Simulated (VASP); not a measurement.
Ga:

```
Ga
1.0
     2.71648    0.00000    0.00000
     0.00000    2.71648    0.00000
     0.00000    0.00000    2.71648
Ga
1
Direct
  0.00000 0.00000 0.00000
```

This isn't the form of Ga at room conditions, which is orthorhombic.

```yaml
Program: VASP 6.6.1
Task: relaxation of cell and atoms
Functional: PBE
Dispersion: D4
Potentials_or_basis: VASP PAW PBE potentials, release 64 (Ga_d)
Cutoff: 600 eV
k_mesh: 10 × 10 × 10
Occupations: fermi-dirac, width 0.05 eV
Spin: no spin polarisation
```

At the start: pressure -3.1 GPa; volume 20.05 Å³/atom.

Task: How do energy, volume and symmetry change on relaxing?

Result: Over 5 steps the energy falls by 14.9 meV/atom and the volume is 18.70 Å³/atom (-6.7 %); space group Pm-3m (No. 221, to 0.1 Å) before and after.

Step by step:
```
step  energy change (eV)  largest force (eV/Å)  pressure (GPa)  volume (Å³)
   1              0.0000                0.0000           -3.12        20.05
   2             -0.0143                0.0000           -0.83        18.93
   3             -0.0148                0.0000            0.42        18.63
   4             -0.0149                0.0000           -0.25        18.73
   5             -0.0149                0.0000            0.04        18.70
```

Final structure:
```
CELL_PARAMETERS angstrom
2.65407 0.00000 0.00000
0.00000 2.65407 0.00000
0.00000 0.00000 2.65407
ATOMIC_POSITIONS crystal
Ga 0.00000 0.00000 0.00000
```
